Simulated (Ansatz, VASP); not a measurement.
One calculation of LiCl, two programs

```xyz
2
Lattice="0.0000 2.5648 2.5648 2.5648 0.0000 2.5648 2.5648 2.5648 0.0000" Properties=species:S:1:pos:R:3 pbc="T T T"
Cl    2.5648    2.5648    2.5648
Li    0.0000    0.0000    0.0000
```

Alike in both runs: task single point; functional PBE0; k mesh 6 × 6 × 6; occupations fermi-dirac, width 0.05 eV; no spin polarisation.

```csv
,VASP,Ansatz
version,VASP 6.6.1,Ansatz 0.2.0
potentials or method,"VASP PAW PBE potentials, release 64 (Cl, Li_sv), cutoff 520 eV",all-electron PAW datasets made for the crystal
```

VASP gave:

| Item | Value |
| --- | --- |
| gap on the k mesh at the Fermi level (eV) | 8.46 |
| least direct gap on the mesh (eV) | 8.46 |

Problem. Which values does Ansatz return?

Solution. gap on the k mesh at the Fermi level (eV): 8.44; least direct gap on the mesh (eV): 8.44.

Ansatz ran all-electron here, and VASP with PAW potentials.

Noted on VASP's run: the cutoff is under 1.25 times that of the potentials, so the pressure is a little rough.
